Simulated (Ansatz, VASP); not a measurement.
One calculation of W, two programs

```xyz
1
Lattice="-1.5883 1.5883 1.5883 1.5883 -1.5883 1.5883 1.5883 1.5883 -1.5883" Properties=species:S:1:pos:R:3 pbc="T T T"
W     0.0000    0.0000    0.0000
```

Alike in both runs: task single point; functional BLYP; k mesh 22 × 22 × 22; occupations fermi-dirac, width 0.1 eV; no spin polarisation.

|  | VASP | Ansatz |
| --- | --- | --- |
| version | VASP 6.6.1 | Ansatz 0.2.0 |
| potentials or method | VASP PAW PBE potentials, release 64 (W_sv), cutoff 520 eV | plane waves (420 eV) with PAW, scalar-relativistic |
| valence electrons in the cell | 14 | 14 |

```tsv
	VASP	Ansatz	Ansatz less VASP
pressure (GPa)	14.0	12.2	-1.81
```

VASP's potentials were made for PBE, not for BLYP. With one functional, cell and mesh, what is left measures potentials, basis and numerics.

Spin-orbit coupling is off throughout.
